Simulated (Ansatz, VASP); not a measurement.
# NaAl3O: VASP beside Ansatz

```
CELL_PARAMETERS angstrom
5.14685 0.00000 0.00000
0.00000 5.14685 0.00000
0.00000 0.00000 5.14685
ATOMIC_POSITIONS crystal
Na 0.00000 0.00000 0.00000
Al 0.50000 0.00000 0.00000
Al 0.00000 0.50000 0.00000
Al 0.00000 0.00000 0.50000
O 0.50000 0.50000 0.50000
```

Alike in both runs: functional PBE; k mesh 8 × 8 × 8; occupations gaussian, width 0.1 eV; collinear spin.

Ansatz relaxed the structure, and its values are those at the end. VASP's run is a single point on that final structure, the one shown.

```csv
,VASP,Ansatz
version,VASP 6.6.1,Ansatz 0.2.0
potentials or method,"VASP PAW PBE potentials, release 64 (Na_pv, Al, O), cutoff 520 eV","scalar-relativistic, plane waves, PAW"
valence electrons in the cell,22,24
```

```tsv
	VASP	Ansatz	Ansatz less VASP
gap on the k mesh at the Fermi level (eV)	none	none	-
pressure (GPa)	-0.1	0.0	+0.14
net moment per atom (μB)	0.00	0.07	+0.072
size of the moment on the site where the two differ most (μB)	0.01	0.48	+0.466
```

Site moments also hang on the region over which each program counts them. A gap of «none» marks a metal or a gap that the smearing closes. VASP's potentials hold 22 valence electrons a cell and Ansatz's 24, so a difference there can come from the potentials and not from the codes.
